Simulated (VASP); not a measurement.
Here is a VASP 6.6.1 calculation.

The input INCAR:

```
PREC = Accurate ; ENCUT = 520
EDIFF = 1E-6 ; ISMEAR = 0
SIGMA = 0.05 ; LREAL = F
LASPH = T ; NELM = 100
ALGO = Normal ; ISIF = 2
LWAVE = F ; LCHARG = F
GGA = PE ; NBANDS = 13
```

KPOINTS

```
regular mesh
0
Gamma
  14 14 14
```

Contents of POSCAR:

```
W
1.0
    0.0000000000      2.0300000000      2.0300000000
    2.0300000000      0.0000000000      2.0300000000
    2.0300000000      2.0300000000      0.0000000000
W
1
Direct
    0.0000000000      0.0000000000      0.0000000000
```

Potentials or basis: VASP PAW PBE potentials, release 64 (W_sv).

Run with:

```console
$ cat potpaw_PBE.64/W_sv/POTCAR > POTCAR
$ mpirun -np 1 vasp_std > vasp.out
```

**Question.** Estimate the band gap on the k mesh.

**Answer.** Zero (band 7 reaches 13.17 eV, above the bottom of band 8 at 9.69 eV).

**Question.** What does it give for the pressure?

**Answer.** -4.3 GPa.

Caveat: spin-orbit coupling is left out, which moves the levels of the heavy elements.
